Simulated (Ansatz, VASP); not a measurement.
Two plane-wave programs on Sn

```
Sn
1.0
    -2.04622    2.04622    1.97044
     2.04622   -2.04622    1.97044
     2.04622    2.04622   -1.97044
Sn
1
Direct
  0.00000 0.00000 0.00000
```

Change from the starting cell: strain +0.080 along x and y, +0.040 along z, atoms carried along.

Alike in both runs: task single point; functional r2SCAN; k mesh 18 × 18 × 18; occupations gaussian, width 0.15 eV; no spin polarisation.

```csv
,VASP,Ansatz
version,VASP 6.6.1,Ansatz 0.2.0
potentials or method,"VASP PAW PBE potentials, release 64 (Sn_d), cutoff 520 eV","scalar-relativistic, plane waves, PAW"
valence electrons in the cell,14,14
```

```tsv
	VASP	Ansatz	Ansatz less VASP
gap on the k mesh at the Fermi level (eV)	none	none	-
pressure (GPa)	-6.6	-6.5	+0.05
traceless stress, the component that is largest in VASP (GPa)	-0.51	-0.51	-0.003
```

VASP's potentials were made for PBE, not for r2SCAN. A gap of «none» marks a metal or a gap that the smearing closes. With one functional, cell and mesh, what is left measures potentials, basis and numerics.
